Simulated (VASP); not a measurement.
NiO, 2 atoms in the cell. Symmetry: I4mm, No. 107, tetragonal system. Conventional cell: a = 2.950 Å, b = 2.950 Å, c = 4.172 Å, α = 90.00°, β = 90.00°, γ = 90.00°. Within 2.6 Å of Ni (site symmetry 4mm) lie 6 O at 1.99 to 2.19 Å. O (site symmetry 4mm) has 6 Ni at 1.99 to 2.19 Å within 2.6 Å. 

- Program: VASP 6.6.1
- Task: single point
- Functional: PBE
- Potentials or basis: VASP PAW PBE potentials, release 64 (Ni, O)
- Cutoff: 520 eV
- k mesh: 11 × 11 × 11
- Occupations: fermi-dirac, width 0.05 eV
- Spin: collinear spin, ferromagnetic start
- Starting moments: [2.0, 0.0] μB
- Dipole correction: no
- Further INCAR settings: ALGO = Normal; EDIFF = 1e-07; NBANDS = 19

Potentials or basis: VASP PAW PBE potentials, release 64 (Ni, O).

The run is started by

```sh
$ cat potpaw_PBE.64/Ni/POTCAR potpaw_PBE.64/O/POTCAR > POTCAR
$ mpirun -np 1 vasp_std > vasp.out
```

Hardware: 1 thread of Intel Xeon 8259CL, on a shared host.

**Question.** Estimate the wall time of this run.

**Answer.** Wall time 2 min on 1 thread of Intel Xeon 8259CL, on a shared host, peak memory 0.2 GiB. Counts: scf iterations 15, k points 126.
